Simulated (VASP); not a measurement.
Wanted: the native input for a VASP 6.6.1 run.

```
Task                   : single point
Functional             : LDA
Potentials or basis    : VASP PAW LDA potentials, release 64 (Li_sv, Nb_sv, O)
Cutoff                 : 520 eV
k mesh                 : 4 × 4 × 4
Occupations            : gaussian, width 0.01 eV
Spin                   : no spin polarisation
Dipole correction      : no
Further INCAR settings : ALGO = Normal; EDIFF = 1e-07; NBANDS = 45
```

The structure of LiNbO3 lies in POSCAR:

```
LiNbO3
1.0
    2.5336863930      1.4628245210      4.5623878750
   -2.5336863930      1.4628245210      4.5623878750
    0.0000000000     -2.9256490420      4.5623878750
Li Nb O
2 2 6
Direct
    0.3019605635      0.3019605635      0.3019605635
    0.8019605635      0.8019605635      0.8019605635
    0.0183501259      0.0183501259      0.0183501259
    0.5183501259      0.5183501259      0.5183501259
    0.1263133268      0.3865652920      0.7380106918
    0.7380106918      0.1263133268      0.3865652920
    0.3865652920      0.7380106918      0.1263133268
    0.2380106918      0.8865652920      0.6263133268
    0.8865652920      0.6263133268      0.2380106918
    0.6263133268      0.2380106918      0.8865652920
```

These files were run (other wordings do the same):

INCAR

```
PREC = Accurate
ENCUT = 520
EDIFF = 1E-7
ISMEAR = 0
SIGMA = 0.01
LREAL = False
LASPH = True
NELM = 60
ALGO = Normal
ISIF = 2
LWAVE = False
LCHARG = False
GGA = CA
NBANDS = 45
```

KPOINTS

```
regular mesh
0
Gamma
  4 4 4
```

Potentials or basis: VASP PAW LDA potentials, release 64 (Li_sv, Nb_sv, O).

Run with:

```console
$ cat potpaw_LDA.64/Li_sv/POTCAR potpaw_LDA.64/Nb_sv/POTCAR potpaw_LDA.64/O/POTCAR > POTCAR
$ mpirun -np 1 vasp_std > vasp.out
```

Results of the run:

The largest force is 0.058 eV/Å. The band gap on the k mesh is 3.51 eV, direct.

It took 44 s on 1 thread of Intel(R) Xeon(R) 6975P-C (Granite Rapids), with other jobs on the host, peak memory 0.22 GiB.
